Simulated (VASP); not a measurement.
# Si2Mo (I4/mmm) in VASP: further runs

Runs on Si2Mo. Level: PBE. Tasks: relaxation of shape and atoms at fixed volume, single point.

Everything below comes from runs of VASP 6.6.1. Logs are shortened: lines on timing, memory, paths and dates and some standing lists are left out, and cuts for length are marked.

## Step 1: The cell of the first run

Symmetry: I4/mmm, No. 139, tetragonal system. The conventional cell has a = 3.113 Å, b = 3.113 Å, c = 7.653 Å, α = 90.00°, β = 90.00°, γ = 90.00°. Within 3.3 Å of Si (site symmetry 4mm) lie 9 Si at 2.54 to 3.11 Å and 5 Mo at 2.54 to 2.56 Å. Mo (site symmetry 4/mmm) has 10 Si at 2.54 to 2.56 Å and 4 Mo at 3.11 Å within 3.4 Å.

## Step 2: Relaxation of shape and atoms at fixed volume, PBE (12.36 Å³/atom)

The input, INCAR:

```
SYSTEM = Si2Mo
ALGO = Normal ; EDIFF = 1E-6
EDIFFG = -0.01 ; ENCUT = 600
GGA = PE ; IBRION = 2
ISIF = 4 ; ISMEAR = 0
LASPH = .True. ; LCHARG = .False.
LREAL = .False. ; LWAVE = .False.
NELM = 100 ; NSW = 50
PREC = Accurate ; SIGMA = 0.1
```

The input, KPOINTS:

```
k-points
0
Gamma
  18 18 18
  0 0 0
```

The input, POSCAR:

```
Si2Mo
1.0
   -1.5562743607      1.5562743607      3.8263205145
    1.5562743607     -1.5562743607      3.8263205145
    1.5562743607      1.5562743607     -3.8263205145
Si Mo
2 1
Direct
    0.3342304907      0.3342304907      0.0000000000
    0.6657695093      0.6657695093      0.0000000000
    0.0000000000      0.0000000000      0.0000000000
```

Potentials or basis: VASP PAW PBE potentials, release 64 (Si, Mo_sv).

Started as:

```sh
$ cat potpaw_PBE.64/Si/POTCAR potpaw_PBE.64/Mo_sv/POTCAR > POTCAR
$ mpirun -np 1 vasp_std > vasp.out
```

OUTCAR:

```text
SYSTEM = Si2Mo
   EDIFF = 1E-6
   EDIFFG = -0.01
   ENCUT = 600
   GGA = PE
   IBRION = 2
   ISIF = 4
   ISMEAR = 0
   LASPH = .True.
   LREAL = .False.
   NELM = 100
   NSW = 50
   PREC = Accurate

 ion  position               nearest neighbor table
   1  0.334  0.334  0.000-   2 2.54   3 2.54   3 2.54   3 2.54   3 2.54   2 2.55   2 2.55   2 2.55
                             2 2.55   3 2.56
   2  0.666  0.666  0.000-   1 2.54   3 2.54   3 2.54   3 2.54   3 2.54   1 2.55   1 2.55   1 2.55
                             1 2.55   3 2.56
   3  0.000  0.000  0.000-   2 2.54   2 2.54   1 2.54   1 2.54   2 2.54   1 2.54   2 2.54   1 2.54
                             1 2.56   2 2.56

  LATTYP: Found a body centered tetragonal cell.
 ALAT       =     3.1125487214
 C/A-ratio  =     2.4586413624

  Lattice vectors:

 A1 = (  -1.5562743607,   1.5562743607,   3.8263205145)
 A2 = (   1.5562743607,  -1.5562743607,   3.8263205145)
 A3 = (   1.5562743607,   1.5562743607,  -3.8263205145)

Analysis of symmetry for initial positions (statically):
=====================================================================
 Subroutine PRICEL returns:
 Original cell was already a primitive cell.

 Routine SETGRP: Setting up the symmetry group for a
 body centered tetragonal supercell.

 Subroutine GETGRP returns: Found 16 space group operations
 (whereof 16 operations were pure point group operations)
 out of a pool of 16 trial point group operations.

The static configuration has the point symmetry D_4h.

Analysis of symmetry for dynamics (positions and initial velocities):
=====================================================================
 Subroutine PRICEL returns:
 Original cell was already a primitive cell.

 Routine SETGRP: Setting up the symmetry group for a
 body centered tetragonal supercell.

 Subroutine GETGRP returns: Found 16 space group operations
 (whereof 16 operations were pure point group operations)
 out of a pool of 16 trial point group operations.

The dynamic configuration has the point symmetry D_4h.

 Subroutine INISYM returns: Found 16 space group operations
 (whereof 16 operations are pure point group operations),
 and found     1 'primitive' translations

----------------------------------------------------------------------------------------

                                     Primitive cell

  volume of cell :      37.0692

[... 111 lines left out ...]
  volume/ion in A,a.u.               =      12.36        83.39
  Fermi-wavevector in a.u.,A,eV,Ry     =   1.375766  2.599820 25.752175  1.892731
  Thomas-Fermi vector in A             =   2.501072
   LORBIT       =      0    0 simple, 1 ext, 2 COOP (PROOUT), +10 PAW based schemes
   GGA     = PE    functional components
   LHFCALC =     F    Hartree Fock is set to
   AEXX    =    0.0000 exact exchange contribution
   IVDW    =     0    specifies the selected vdW correction
   LEPSILON=     F    determine dielectric tensor
   LRPA    =     F    only Hartree local field effects (RPA)
 conjugate gradient relaxation of ions
 non-spin polarized calculation
 Gauss-broadening in eV      SIGMA  =   0.10
  energy-cutoff  :      600.00
  volume of cell :       37.07
 maximum number of plane-waves:      1259
   NGX = 17   NGY = 17   NGZ = 17

--------------------------------------- Ionic step        1  -------------------------------------------

 number of electron      22.0000001 magnetization

 Free energy of the ion-electron system (eV)
  ---------------------------------------------------
  ext. energy  EPLUGINS =         0.00000000
  ---------------------------------------------------
  free energy    TOTEN  =       -23.00755320 eV

  energy without entropy =      -23.00639080  energy(sigma->0) =      -23.00697200

------------------------ aborting loop because EDIFF is reached ----------------------------------------

  FORCE on cell =-STRESS in cart. coord.  units (eV):
  Direction    XX          YY          ZZ          XY          YZ          ZX
  --------------------------------------------------------------------------------------
  -------------------------------------------------------------------------------------
  Total        5.4770605      5.4770605      5.7205106      0.0000000     -0.0000000     -0.0000000
  in kB      236.7251797    236.7251797    247.2473891      0.0000000     -0.0000000     -0.0000000
  external PRESSURE =     240.2325829 kB  Pullay stress =       0.0000000 kB
[... 98 lines left out ...]
--------------------------------------- Ionic step        4  -------------------------------------------

 number of electron      22.0000001 magnetization

 Free energy of the ion-electron system (eV)
  ---------------------------------------------------
  ext. energy  EPLUGINS =         0.00000000
  ---------------------------------------------------
  free energy    TOTEN  =       -23.00806964 eV

  energy without entropy =      -23.00695397  energy(sigma->0) =      -23.00751181

 E-fermi :  13.5401     XC(G=0): -12.8231

 val. band max:       13.5070767000   @ k =  -0.4444  -0.4444   0.2778
 cond. band min:      13.5540607538   @ k =  -0.3889   0.5000   0.3333
 fundamental gap:      0.0469840538
 Fermi energy:        13.5400812076

 k-point     1 :       0.0000    0.0000    0.0000
  band No.  band energies     occupation
      1     -47.0848      2.00000
      2     -21.3105      2.00000
      3     -21.1648      2.00000
      4     -21.1648      2.00000
      5      -0.5588      2.00000
      6       6.6435      2.00000
      7      10.0974      2.00000
      8      10.1657      2.00000
      9      10.6789      2.00000
     10      10.6789      2.00000
     11      13.9958      0.00000
     12      16.3717      0.00000
     13      17.2083      0.00000
     14      17.4205      0.00000
[... 401 lines left out ...]
      2     -21.3125      2.00000
      3     -21.2962      2.00000
      4     -21.1613      2.00000
      5       0.3728      2.00000
      6       6.8367      2.00000
      7       8.1043      2.00000
      8      10.0371      2.00000
      9      10.6971      2.00000
     10      11.5798      2.00000
     11      12.1514      2.00000
     12      15.6877      0.00000
     13      16.1646      0.00000
     14      17.8475      0.00000
     15      18.2668      0.00000

 [... further k-points ...]

------------------------ aborting loop because EDIFF is reached ----------------------------------------

  FORCE on cell =-STRESS in cart. coord.  units (eV):
  Direction    XX          YY          ZZ          XY          YZ          ZX
  --------------------------------------------------------------------------------------
  -------------------------------------------------------------------------------------
  Total        5.5208844      5.5208844      5.5415153      0.0000000      0.0000000      0.0000000
  in kB      238.6193020    238.6193020    239.5109959      0.0000000      0.0000000      0.0000000
  external PRESSURE =     238.9165333 kB  Pullay stress =       0.0000000 kB
[... 18 lines left out ...]
  FREE ENERGIE OF THE ION-ELECTRON SYSTEM (eV)
  ---------------------------------------------------
  free  energy   TOTEN  =       -23.0080696421 eV

  energy  without entropy=      -23.0069539713  energy(sigma->0) =      -23.00751181

 reached required accuracy - stopping structural energy minimisation
```

OSZICAR:

```text
N       E                     dE             d eps       ncg     rms          rms(c)
DAV:   1     0.139561047149E+03    0.13956E+03   -0.12602E+04 14408   0.157E+03
DAV:   2    -0.203222449783E+02   -0.15988E+03   -0.15784E+03 17501   0.365E+02
DAV:   3    -0.238269774453E+02   -0.35047E+01   -0.34225E+01 19028   0.481E+01
DAV:   4    -0.238435111772E+02   -0.16534E-01   -0.16530E-01 16437   0.387E+00
[... 24 lines left out ...]
DAV:   1    -0.230081399940E+02   -0.89321E-04   -0.36829E-03 16626   0.541E-01    0.466E-02
DAV:   2    -0.230080837810E+02    0.56213E-04   -0.15139E-04 17095   0.969E-02    0.251E-02
DAV:   3    -0.230080707659E+02    0.13015E-04   -0.33211E-05 17816   0.469E-02    0.894E-03
DAV:   4    -0.230080697217E+02    0.10441E-05   -0.36560E-06 14163   0.156E-02    0.387E-03
DAV:   5    -0.230080696421E+02    0.79571E-07   -0.29987E-07  7550   0.441E-03
   4 F= -.23008070E+02 E0= -.23007512E+02  d E =-.195020E-04
```

Run time: 10 min. Hardware: 1 thread of Intel Xeon Platinum 8488C (Sapphire Rapids), shared host; peak memory 0.47 GiB.

Results:

| Quantity | Value |
| --- | --- |
| Free energy | -23.0081 eV |
| Energy gained by relaxing | 0.2 meV/atom |
| Ionic steps | 4 |
| Pressure after relaxing | 23.9 GPa |
| Largest force after relaxing | 0.007 eV/Å |
| Band gap on the k mesh | zero (bands 11 and 12 overlap by 1.04 eV) |

Forces on the atoms (eV/Å):
```
Si   0.000  0.000  0.007
Si   0.000  0.000 -0.007
Mo   0.000  0.000  0.000
```

Stress tensor (GPa, compression positive):
```
23.86  0.00  0.00
 0.00 23.86  0.00
 0.00  0.00 23.95
```

The path:
```csv
step,energy change (eV),largest force (eV/Å),pressure (GPa),volume (Å³)
1,0.0000,0.0890,24.02,37.07
2,-0.0004,0.0110,23.84,37.07
3,-0.0005,0.0173,23.89,37.07
4,-0.0005,0.0065,23.89,37.07
```

Final structure:
```cif
data_structure
_symmetry_space_group_name_H-M 'P 1'
_symmetry_Int_Tables_number 1
_cell_length_a 4.4180
_cell_length_b 4.4180
_cell_length_c 4.4180
_cell_angle_alpha 138.779
_cell_angle_beta 138.779
_cell_angle_gamma 59.712
_cell_volume 37.07
loop_
_atom_site_label
_atom_site_type_symbol
_atom_site_fract_x
_atom_site_fract_y
_atom_site_fract_z
_atom_site_occupancy
Si1 Si 0.33370 0.33370 0.00000 1
Si2 Si 0.66630 0.66630 0.00000 1
Mo1 Mo 0.00000 0.00000 0.00000 1
```

## Step 3: Single point, PBE (11.95 Å³/atom)

This run uses another cell than the first one, of 11.95 Å³/atom.

The input, INCAR:

```
SYSTEM = Si2Mo
ALGO     = Normal         ! electronic algorithm
EDIFF    = 1E-6           ! SCF threshold, eV
ENCUT    = 520            ! plane-wave cutoff, eV
GGA      = PE             ! functional
ISIF     = 2              ! what is computed and relaxed
ISMEAR   = 0              ! smearing method
LASPH    = .True.         ! aspherical terms in the spheres
LCHARG   = .False.        ! write CHGCAR
LREAL    = .False.        ! projectors in reciprocal space
LWAVE    = .False.        ! write WAVECAR
NBANDS   = 18             ! bands
NELM     = 80             ! most SCF steps
PREC     = Accurate       ! precision mode
SIGMA    = 0.1            ! smearing width, eV
```

KPOINTS is that of step 2.

The input, POSCAR:

```
Si2Mo
1.0
   -1.5363210317      1.5363210317      3.7969160717
    1.5363210317     -1.5363210317      3.7969160717
    1.5363210317      1.5363210317     -3.7969160717
Si Mo
2 1
Direct
    0.3334105836      0.3334105836      0.0000000000
    0.6665894164      0.6665894164      0.0000000000
    0.0000000000      0.0000000000      0.0000000000
```

Potentials or basis: VASP PAW PBE potentials, release 64 (Si, Mo_sv).

Started as:

```sh
$ cat potpaw_PBE.64/Si/POTCAR potpaw_PBE.64/Mo_sv/POTCAR > POTCAR
$ mpirun -np 1 vasp_std > vasp.out
```

It took 7.4 min on 1 thread of Intel Xeon Platinum 8175M at 2.50GHz (Skylake/Cascade Lake), shared host; peak memory 0.42 GiB.

Results (log left out):

```
Free energy            : -22.7846 eV
Pressure               : 34.8 GPa
Largest force          : 0.018 eV/Å
Band gap on the k mesh : zero (bands 11 and 12 overlap by 1.06 eV)
```

Forces in eV/Å, atoms in the order of the input:
```
Si   0.000  0.000 -0.018
Si   0.000  0.000  0.018
Mo   0.000  0.000  0.000
```

Stress tensor (GPa, compression positive):
```
34.81  0.00  0.00
 0.00 34.81  0.00
 0.00  0.00 34.67
```

Levels at points of the mesh, in eV from the Fermi level:
| k point | band 7 | band 8 | band 9 | band 10 | band 11 | band 12 | band 13 | band 14 | band 15 | band 16 |
| --- | --- | --- | --- | --- | --- | --- | --- | --- | --- | --- |
| (0.00, 0.00, 0.00) | -3.62 | -3.36 | -2.95 | -2.95 | 0.50 | 2.68 | 3.92 | 4.03 | 4.03 | 4.65 |
| (0.50, 0.00, 0.00) | -5.44 | -4.81 | -3.04 | -2.85 | -0.66 | 2.73 | 3.30 | 4.43 | 4.96 | 5.79 |
| (0.50, 0.50, 0.00) | -6.20 | -5.20 | -4.92 | -3.60 | -1.10 | 2.81 | 3.28 | 3.47 | 3.57 | 4.92 |
| (0.50, 0.50, 0.50) | -4.19 | -2.62 | -0.69 | -0.69 | -0.44 | -0.44 | 0.66 | 5.03 | 5.98 | 6.60 |

Caveat: the cell stands under pressure.

The gap in the log of VASP goes by the Fermi energy; the results here count the filled bands.